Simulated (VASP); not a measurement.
ZrB2, 3 atoms in the cell. Symmetry: P6/mmm, No. 191, hexagonal system. The conventional cell has a = 3.039 Å, b = 3.039 Å, c = 3.489 Å, α = 90.00°, β = 90.00°, γ = 120.00°. Zr (site symmetry 6/mmm) has 12 B at 2.47 Å and 6 Zr at 3.04 Å within 3.3 Å. Within 2.3 Å of B (site symmetry -6m2) lie 3 B at 1.75 Å. 

| Item | Value |
| --- | --- |
| Program | VASP 6.6.1 |
| Task | single point |
| Functional | LDA |
| Potentials or basis | VASP PAW LDA potentials, release 64 (Zr_sv, B) |
| Cutoff | 520 eV |
| k mesh | 15 × 15 × 12 |
| Occupations | gaussian, width 0.15 eV |
| Spin | no spin polarisation |
| Dipole correction | no |
| Further INCAR settings | ALGO = Normal; EDIFF = 1e-06; NBANDS = 16 |

Potentials or basis: VASP PAW LDA potentials, release 64 (Zr_sv, B).

Run with:

```sh
$ cat potpaw_LDA.64/Zr_sv/POTCAR potpaw_LDA.64/B/POTCAR > POTCAR
$ mpirun -np 1 vasp_std > vasp.out
```

Hardware: 1 thread of Intel Xeon 8259CL (shared host).

How long does it take, and how much memory?

Run time: 91 s on 1 thread of Intel Xeon 8259CL, with other jobs on the host, peak memory 0.2 GiB. Counts: scf iterations 13, k points 189.
